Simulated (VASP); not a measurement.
# Ir (Fm-3m) in VASP: single point with LDA

Aim: the single point of Ir with LDA.

Program: VASP 6.6.1. These are calculated values, not measurements. Logs are shortened: lines on timing, memory, paths and dates and some standing lists are left out, and cuts for length are marked.

**1. The cell of the first run**

It takes space group Fm-3m (No. 225, cubic). The conventional cell has a = 3.809 Å, b = 3.809 Å, c = 3.809 Å, α = 90.00°, β = 90.00°, γ = 90.00°. Within 3.6 Å of Ir (site symmetry m-3m) lie 12 Ir at 2.69 Å.

**2. Single point, LDA**

INCAR

```
SYSTEM = Ir
ALGO = Normal
EDIFF = 1E-6
ENCUT = 560
GGA_COMPAT = .False.
ISIF = 2
ISMEAR = -1
LASPH = .True.
LCHARG = .False.
LREAL = .False.
LWAVE = .False.
NBANDS = 14
NELM = 120
PREC = Accurate
SIGMA = 0.05
```

KPOINTS

```
k-points
0
Gamma
  9 9 9
  0 0 0
```

POSCAR

```
Ir
1.0
    0.0000000000      1.9045992503      1.9045992503
    1.9045992503      0.0000000000      1.9045992503
    1.9045992503      1.9045992503      0.0000000000
Ir
1
Direct
    0.0000000000      0.0000000000      0.0000000000
```

Potentials or basis: VASP PAW LDA potentials, release 64 (Ir_sv_GW).

Launch:

```
$ cat potpaw_LDA.64/Ir_sv_GW/POTCAR > POTCAR
$ mpirun -np 1 vasp_std > vasp.out
```

OUTCAR:

```text
SYSTEM = Ir
   EDIFF = 1E-6
   ENCUT = 560
   ISIF = 2
   ISMEAR = -1
   LASPH = .True.
   LREAL = .False.
   NELM = 120
   PREC = Accurate

 ion  position               nearest neighbor table
   1  0.000  0.000  0.000-

  LATTYP: Found a face centered cubic cell.
 ALAT       =     3.8091985006

  Lattice vectors:

 A1 = (   0.0000000000,   1.9045992503,   1.9045992503)
 A2 = (   1.9045992503,   0.0000000000,   1.9045992503)
 A3 = (   1.9045992503,   1.9045992503,   0.0000000000)

Analysis of symmetry for initial positions (statically):
=====================================================================
 Subroutine PRICEL returns:
 Original cell was already a primitive cell.

 Routine SETGRP: Setting up the symmetry group for a
 face centered cubic supercell.

 Subroutine GETGRP returns: Found 48 space group operations
 (whereof 48 operations were pure point group operations)
 out of a pool of 48 trial point group operations.

The static configuration has the point symmetry O_h .

Analysis of symmetry for dynamics (positions and initial velocities):
=====================================================================
 Subroutine PRICEL returns:
 Original cell was already a primitive cell.

 Routine SETGRP: Setting up the symmetry group for a
 face centered cubic supercell.

 Subroutine GETGRP returns: Found 48 space group operations
 (whereof 48 operations were pure point group operations)
 out of a pool of 48 trial point group operations.

The dynamic configuration has the point symmetry O_h .

 Subroutine INISYM returns: Found 48 space group operations
 (whereof 48 operations are pure point group operations),
 and found     1 'primitive' translations

----------------------------------------------------------------------------------------

                                     Primitive cell

  volume of cell :      13.8179

  direct lattice vectors                    reciprocal lattice vectors
     0.000000000  1.904599250  1.904599250    -0.262522418  0.262522418  0.262522418
     1.904599250  0.000000000  1.904599250     0.262522418 -0.262522418  0.262522418
     1.904599250  1.904599250  0.000000000     0.262522418  0.262522418 -0.262522418

  length of vectors
     2.693510091  2.693510091  2.693510091     0.454702166  0.454702166  0.454702166

  position of ions in fractional coordinates (direct lattice)
     0.000000000  0.000000000  0.000000000

  ion indices of the primitive-cell ions
   primitive index   ion index
                 1           1

----------------------------------------------------------------------------------------

 KPOINTS: k-points

Automatic generation of k-mesh.
 Grid dimensions read from file:
 generate k-points for:    9    9    9

 Generating k-lattice:

  Cartesian coordinates                     Fractional coordinates (reciprocal lattice)
    -0.029169158  0.029169158  0.029169158     0.111111111  0.000000000  0.000000000
     0.029169158 -0.029169158  0.029169158     0.000000000  0.111111111  0.000000000
     0.029169158  0.029169158 -0.029169158     0.000000000  0.000000000  0.111111111

  Length of vectors
     0.050522463  0.050522463  0.050522463

  Shift w.r.t. Gamma in fractional coordinates (k-lattice)
     0.000000000  0.000000000  0.000000000

 Subroutine IBZKPT returns following result:
 ===========================================

 Found     35 irreducible k-points:

 Following reciprocal coordinates:
            Coordinates               Weight
  0.000000  0.000000  0.000000      1.000000
  0.111111  0.000000  0.000000      8.000000
  0.222222  0.000000  0.000000      8.000000
  0.333333  0.000000  0.000000      8.000000
  0.444444  0.000000  0.000000      8.000000
  0.111111  0.111111  0.000000      6.000000
[... 16 lines left out ...]
 -0.333333  0.333333  0.000000     12.000000
  0.444444  0.444444  0.000000      6.000000
 [... further k-points ...]
   k-points           NKPTS =     35   k-points in BZ     NKDIM =     35   number of bands    NBANDS=     14
   number of dos      NEDOS =    301   number of ions     NIONS =      1
   total plane-waves  NPLWV =  13824
   dimension x,y,z NGX =    24 NGY =   24 NGZ =   24
   dimension x,y,z NGXF=    48 NGYF=   48 NGZF=   48
   ions per type =               1
   NGX,Y,Z   is equivalent  to a cutoff of  14.81, 14.81, 14.81 a.u.
   NGXF,Y,Z  is equivalent  to a cutoff of  29.63, 29.63, 29.63 a.u.
 SYSTEM =  Ir
   PREC   = accura    normal or accurate (medium, high low for compatibility)
   ISTART =      0    job   : 0-new  1-cont  2-samecut
   ICHARG =      2    charge: 1-file 2-atom 10-const
   ISPIN  =      1    spin polarized calculation?
   LNONCOLLINEAR =      F non collinear calculations
   LSORBIT =      F    spin-orbit coupling
   LASPH  =      T    aspherical Exc in radial PAW
   ENCUT  =  560.0 eV  41.16 Ry    6.42 a.u.   5.20  5.20  5.20*2*pi/ulx,y,z
   NELM   =    120;   NELMIN=  2; NELMDL= -5     # of ELM steps
   EDIFF  = 0.1E-05   stopping-criterion for ELM
   LREAL  =      F    real-space projection
   EDIFFG = 0.1E-04   stopping-criterion for IOM
   NSW    =      0    number of steps for IOM
   IBRION =     -1    ionic relax: 0-MD 1-quasi-New 2-CG
   NFREE  =      0    steps in history (QN), initial steepest desc. (CG)
   ISIF   =      2    stress and relaxation
   ISYM   =      2    0-nonsym 1-usesym 2-fastsym
   POTIM  = 0.5000    time-step for ionic-motion
   TEBEG  =    0.0;   TEEND  =   0.0 temperature during run
   PSTRESS=    0.0 pullay stress
   NELECT =      17.0000    total number of electrons
   NUPDOWN=      -1.0000    fix difference up-down
   EMIN   =  10.00;   EMAX   =-10.00  energy-range for DOS
   EFERMI =   0.00;   METHOD = LEGACY
   ISMEAR =    -1;   SIGMA  =   0.05  broadening in eV -4-tet -1-fermi 0-gaus
   EFERMI_NEDOS =   21; number of points for ismear=-14 and -15
   IALGO  =     38    algorithm
   IMIX   =      4    mixing-type and parameters
     AMIX     =   0.40;   BMIX     =  1.00
     AMIX_MAG =   1.60;   BMIX_MAG =  1.00
  volume/ion in A,a.u.               =      13.82        93.25
  Fermi-wavevector in a.u.,A,eV,Ry     =   1.754194  3.314945 41.867784  3.077195
  Thomas-Fermi vector in A             =   2.824182
   LORBIT       =      0    0 simple, 1 ext, 2 COOP (PROOUT), +10 PAW based schemes
   GGA     = CA    functional components
   LHFCALC =     F    Hartree Fock is set to
   AEXX    =    0.0000 exact exchange contribution
   IVDW    =     0    specifies the selected vdW correction
   LEPSILON=     F    determine dielectric tensor
   LRPA    =     F    only Hartree local field effects (RPA)
 non-spin polarized calculation
  energy-cutoff  :      560.00
  volume of cell :       13.82
 maximum number of plane-waves:       432
 NGX is ok and might be reduce to    24
   NGX = 11   NGY = 11   NGZ = 11

 number of electron      17.0000000 magnetization

 Free energy of the ion-electron system (eV)
  ---------------------------------------------------
  ext. energy  EPLUGINS =         0.00000000
  ---------------------------------------------------
  free energy    TOTEN  =       -10.93169826 eV

  energy without entropy =      -10.92791959  energy(sigma->0) =      -10.92980893

 E-fermi :  13.0305     XC(G=0): -14.9363

 val. band max:       12.8785451733   @ k =   0.3333   0.0000   0.0000
 cond. band min:      13.0804655507   @ k =  -0.4444   0.4444   0.1111
 fundamental gap:      0.2019203774
 Fermi energy:        13.0305017691

 k-point     1 :       0.0000    0.0000    0.0000
  band No.  band energies     occupation
      1     -79.5000      2.00000
      2     -36.1371      2.00000
      3     -36.1371      2.00000
      4     -36.1371      2.00000
      5       1.7847      2.00000
      6       9.0732      2.00000
      7       9.0732      2.00000
      8       9.0732      2.00000
      9      11.8832      2.00000
     10      11.8832      2.00000
     11      26.7098      0.00000
     12      32.2988      0.00000
     13      32.2988      0.00000
     14      32.2988      0.00000

 k-point     2 :       0.1111    0.0000    0.0000
  band No.  band energies     occupation
      1     -79.4913      2.00000
      2     -36.2427      2.00000
      3     -36.1514      2.00000
      4     -36.1514      2.00000
      5       2.3382      2.00000
      6       8.7981      2.00000
      7       9.2971      2.00000
      8       9.2971      2.00000
      9      11.7488      2.00000
     10      11.7488      2.00000
     11      27.6488      0.00000
     12      30.3428      0.00000
     13      33.2427      0.00000
     14      33.2427      0.00000

 k-point     3 :       0.2222    0.0000    0.0000
  band No.  band energies     occupation
      1     -79.4688      2.00000
      2     -36.5047      2.00000
      3     -36.1874      2.00000
      4     -36.1874      2.00000
      5       3.6907      2.00000
      6       8.4935      2.00000
      7       9.5560      2.00000
      8       9.5560      2.00000
      9      11.8737      2.00000
     10      11.8737      2.00000
     11      27.3509      0.00000
     12      29.5401      0.00000
     13      35.7884      0.00000
     14      35.7884      0.00000
[... 324 lines left out ...]
 k-point    23 :      -0.3333    0.3333    0.0000
  band No.  band energies     occupation
      1     -79.4059      2.00000
      2     -36.7267      2.00000
      3     -36.7223      2.00000
      4     -36.3495      2.00000
      5       6.4267      2.00000
      6       7.6438      2.00000
      7       9.1269      2.00000
      8      11.4418      2.00000
      9      13.1202      0.28531
     10      18.2187      0.00000
     11      23.3506      0.00000
     12      24.3392      0.00000
     13      31.0514      0.00000
     14      32.6200      0.00000

 k-point    24 :       0.4444    0.4444    0.0000
  band No.  band energies     occupation
      1     -79.4039      2.00000
      2     -36.9329      2.00000
      3     -36.4497      2.00000
      4     -36.4497      2.00000
      5       5.0132      2.00000
      6       5.5900      2.00000
      7      13.9664      0.00000
      8      14.0961      0.00000
      9      14.3507      0.00000
     10      14.3507      0.00000
     11      25.0079      0.00000
     12      25.2231      0.00000
     13      25.2231      0.00000
     14      34.5108      0.00000

 [... further k-points ...]

------------------------ aborting loop because EDIFF is reached ----------------------------------------

  FORCE on cell =-STRESS in cart. coord.  units (eV):
  Direction    XX          YY          ZZ          XY          YZ          ZX
  --------------------------------------------------------------------------------------
  -------------------------------------------------------------------------------------
  Total       -0.0289356     -0.0289356     -0.0289356      0.0000000      0.0000000      0.0000000
  in kB       -3.3550728     -3.3550728     -3.3550728      0.0000000      0.0000000      0.0000000
  external PRESSURE =      -3.3550728 kB  Pullay stress =       0.0000000 kB

 VOLUME and BASIS-vectors are now :
 -----------------------------------------------------------------------------
  energy-cutoff  :      560.00
  volume of cell :       13.82
      direct lattice vectors                 reciprocal lattice vectors
     0.000000000  1.904599250  1.904599250    -0.262522418  0.262522418  0.262522418
     1.904599250  0.000000000  1.904599250     0.262522418 -0.262522418  0.262522418
     1.904599250  1.904599250  0.000000000     0.262522418  0.262522418 -0.262522418

 POSITION                                       TOTAL-FORCE (eV/Angst)
 -----------------------------------------------------------------------------------
      0.00000      0.00000      0.00000        -0.000000      0.000000     -0.000000
 -----------------------------------------------------------------------------------
    total drift:                                0.000000      0.000000     -0.000000

  FREE ENERGIE OF THE ION-ELECTRON SYSTEM (eV)
  ---------------------------------------------------
  free  energy   TOTEN  =       -10.9316982641 eV

  energy  without entropy=      -10.9279195947  energy(sigma->0) =      -10.92980893
```

Wall time 5.1 s (1 thread of Intel Xeon Platinum 8488C (Sapphire Rapids), shared host); peak memory 0.13 GiB.

Results:

```
Free energy            : -10.9317 eV
Pressure               : -0.3 GPa
Band gap on the k mesh : zero (an odd number of electrons rules out a gap without spin polarisation)
```

Caveat: spin-orbit coupling is left out, which moves the levels of the heavy elements.

The gap in the log of VASP goes by the Fermi energy; the results here count the filled bands.